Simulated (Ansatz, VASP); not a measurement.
# AlN in VASP and in Ansatz

File POSCAR:

```
AlN
1.0
    3.1222291415      0.0000000000      0.0000000000
   -1.5611145708      2.7039297530      0.0000000000
    0.0000000000      0.0000000000      4.9644728457
Al N
2 2
Direct
    0.3333333333      0.6666666667     -0.0014696774
    0.6666666667      0.3333333333      0.4985303226
    0.3333333333      0.6666666667      0.3814696774
    0.6666666667      0.3333333333      0.8814696774
```

Contents of INCAR.step1:

```
SYSTEM = AlN
PREC = Accurate ; ENCUT = 520
ISMEAR = 0 ; SIGMA = 0.01
LREAL = .FALSE. ; LASPH = .TRUE.
NELM = 80 ; NBANDS = 16
GGA = PE ; ALGO = Normal
EDIFF = 1E-4 ; LWAVE = .TRUE.
LCHARG = .FALSE.
```

File INCAR.step2:

```
SYSTEM = AlN
PREC = Accurate ; ENCUT = 520
EDIFF = 1E-6 ; ISMEAR = 0
SIGMA = 0.01 ; LREAL = .FALSE.
LASPH = .TRUE. ; NELM = 80
ALGO = Normal ; ISIF = 2
LWAVE = .FALSE. ; LCHARG = .FALSE.
METAGGA = R2SCAN ; LMIXTAU = .TRUE.
NBANDS = 16 ; ISTART = 1
```

Contents of KPOINTS:

```
regular mesh
0
G
  8 8 4
  0 0 0
```

Input for Ansatz:

```yaml
crystal:
  lattice:
    - [3.12222914151, 0.0, 0.0]
    - [-1.56111457075, 2.70392975299, 0.0]
    - [0.0, 0.0, 4.96447284572]
  atoms:
    - { symbol: Al, position: [0.333333333333, 0.666666666667, -0.001469677424] }
    - { symbol: Al, position: [0.666666666667, 0.333333333333, 0.498530322576] }
    - { symbol: "N", position: [0.333333333333, 0.666666666667, 0.381469677424] }
    - { symbol: "N", position: [0.666666666667, 0.333333333333, 0.881469677424] }
kpoints:
  mp_grid: { grid: [8, 8, 4] }
scf:
  occupations: { method: fixed }
  convergence: { dr2_threshold: 1.0e-10 }
hamiltonian:
  xc: r2scan
  pseudopotentials: { kind: paw }
output:
  forces: true
  stress: true
  eigenstates:
    kpoints:
      - [0.0, 0.0, 0.0]
      - [0.5, -0.5, -0.332770117]
      - [0.0, 0.5, -0.332770117]
      - [0.5, 0.0, -0.332770117]
      - [0.0, 0.0, -0.5]
      - [-0.5, 0.0, 0.0]
      - [-0.5, 0.5, 0.0]
      - [0.0, -0.5, 0.0]
      - [-0.5, 0.0, -0.5]
      - [-0.5, 0.5, -0.5]
      - [0.0, -0.5, -0.5]
  eigenvalues: true
```

Change from the starting cell: film at in-plane strain +0.005.

Alike in both runs: task single point; functional r2SCAN; k mesh 8 × 8 × 4; no spin polarisation.

|  | VASP | Ansatz |
| --- | --- | --- |
| version | VASP 6.6.1 | Ansatz 0.2.0 |
| potentials or method | VASP PAW PBE potentials, release 64 (Al, N) | PAW with Ansatz's default frozen-core files, scalar-relativistic |
| plane-wave cutoff (eV) | 520 | 500 |
| occupations | gaussian, width 0.01 eV | fixed |
| valence electrons in the cell | 16 | 16 |

|  | VASP | Ansatz | Ansatz less VASP |
| --- | --- | --- | --- |
| gap on the k mesh at the Fermi level (eV) | 4.81 | 4.77 | -0.040 |
| pressure (GPa) | -2.0 | -1.6 | +0.39 |
| traceless stress, the component that is largest in VASP (GPa) | 1.65 | 1.61 | -0.032 |

VASP's potentials were made for PBE, not for r2SCAN.
